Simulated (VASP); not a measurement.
Wanted: the native input for a VASP 6.6.1 run.

```
Task                   : single point
Functional             : PBE
Dispersion             : D3(BJ)
Potentials or basis    : VASP PAW PBE potentials, release 64 (C, O)
Cutoff                 : 520 eV
k mesh                 : 12 × 12 × 1
Occupations            : gaussian, width 0.05 eV
Spin                   : no spin polarisation
Dipole correction      : yes
Further INCAR settings : ALGO = Normal; EDIFF = 1e-07; NBANDS = 27
```

The structure of C7O lies in POSCAR:

```
C7O
1.0
    2.4649373942      0.0000000000      0.0000000000
    1.2324826688      2.1346903355      0.0000000000
    0.0000000000      0.0000000000     26.8986607930
C O
7 1
Direct
    0.1656238015      0.1656238015      0.3160008621
    0.4989565371      0.4989565371      0.3160294754
    0.4983051249      0.4983051249      0.4413023013
    0.8316371673      0.8316371673      0.4413544628
    0.8324478254      0.8324478254      0.5670184336
    0.1657797351      0.1657797351      0.5670303635
    0.1616355389      0.1616355389      0.6940734913
    0.1616691256      0.1616691256      0.7362345314
```

The input as run:

INCAR

```
SYSTEM = C7O
PREC = Accurate
ENCUT = 520
EDIFF = 1E-7
ISMEAR = 0
SIGMA = 0.05
LREAL = .FALSE.
LASPH = .TRUE.
NELM = 80
ALGO = Normal
ISIF = 2
LWAVE = .FALSE.
LCHARG = .TRUE.
LDIPOL = .TRUE.
IDIPOL = 3
DIPOL = 0.5 0.5 0.510
GGA = PE
IVDW = 12
LELF = .TRUE.
LVHAR = .TRUE.
LVACPOTAV = .TRUE.
NBANDS = 27
```

KPOINTS

```
Automatic mesh
0
G
  12 12 1
  0 0 0
```

Potentials or basis: VASP PAW PBE potentials, release 64 (C, O).

Run with:

```bash
$ cat potpaw_PBE.64/C/POTCAR potpaw_PBE.64/O/POTCAR > POTCAR
$ mpirun -np 1 vasp_std > vasp.out
```

It gave:

- Largest force: 0.959 eV/Å
- Band gap on the k mesh: zero (bands 17 and 18 overlap by 0.04 eV)
- Dispersion energy per atom: -0.133 eV

Run time: 7.8 min on 1 thread of Intel Xeon 8259CL, with other jobs on the host, peak memory 0.32 GiB.
